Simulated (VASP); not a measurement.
Runs of VASP 6.6.1 on W. The structure is that of space group Fm-3m (No. 225), or close to it. The cells are those of the table. 

```csv
task,cell,k mesh,cutoff (eV),gap on the mesh (eV),pressure (GPa)
single point,"a = 2.855 Å, angles 60.0°, 1 atom",17 × 17 × 17,520,none,(a)
relaxation of cell and atoms,"relaxed to 430 GPa from a = 2.384 Å, angles 60.0°, 1 atom",20 × 20 × 20,600,none,430.1
single point,"a = 2.382 Å, angles 60.0°, 1 atom",20 × 20 × 20,520,none,449.7
single point,"a = 2.384 Å, angles 60.0°, 1 atom",20 × 20 × 20,520,none,446.6
```

Alike in all rows: level PBE; potentials or basis VASP PAW PBE potentials, release 64 (W_sv); no spin polarisation; smearing fermi-dirac 0.05 eV.

Q: Estimate the missing entries.

A: (a) 0.5.

Caveats: spin-orbit coupling is left out, which moves the levels of the heavy elements; the cell is relaxed towards a set pressure, so the enthalpy falls and the energy may rise (some runs).

A k mesh can miss the band edges, and the runs leave out spin-orbit coupling on W.

A gap of «none» marks levels without a gap at the run's occupations.
